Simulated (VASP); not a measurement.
A run of VASP 6.6.1 is set up as follows.

Contents of INCAR:

```
  PREC = Accurate
  ENCUT = 520
  EDIFF = 1E-6
  ISMEAR = 0
  SIGMA = 0.1
  LREAL = F
  LASPH = T
  NELM = 150
  ALGO = Normal
  ISIF = 2
  LWAVE = F
  LCHARG = F
  ISPIN = 2
  MAGMOM = 0 0 0 0 1 1 1
  LORBIT = 11
  GGA = PE
  NBANDS = 45
```

Contents of KPOINTS:

```
regular mesh
0
Gamma
  4 4 4
```

POSCAR

```
Zn3InN3
1.0
    4.8344747444      0.0000000000      0.0000000000
    0.0000000000      4.8344747444      0.0000000000
    0.0000000000      0.0000000000      4.8344747444
Zn In N
3 1 3
Direct
    0.5000000000      0.5000000000      0.0000000000
    0.0000000000      0.5000000000      0.5000000000
    0.5000000000      0.0000000000      0.5000000000
    0.5000000000      0.5000000000      0.5000000000
    0.5000000000      0.0000000000      0.0000000000
    0.0000000000      0.5000000000      0.0000000000
    0.0000000000      0.0000000000      0.5000000000
```

Potentials or basis: VASP PAW PBE potentials, release 64 (Zn, In_d, N).

The run is started by

```bash
$ cat potpaw_PBE.64/Zn/POTCAR potpaw_PBE.64/In_d/POTCAR potpaw_PBE.64/N/POTCAR > POTCAR
$ mpirun -np 1 vasp_std > vasp.out
```

Problem. Estimate the site moments.

Solution. Zn -0.03; In -0.04; N +0.67 μB.

Problem. Estimate the pressure.

Solution. 0.6 GPa.

Problem. Estimate the net moment.

Solution. 2.74 μB per cell.
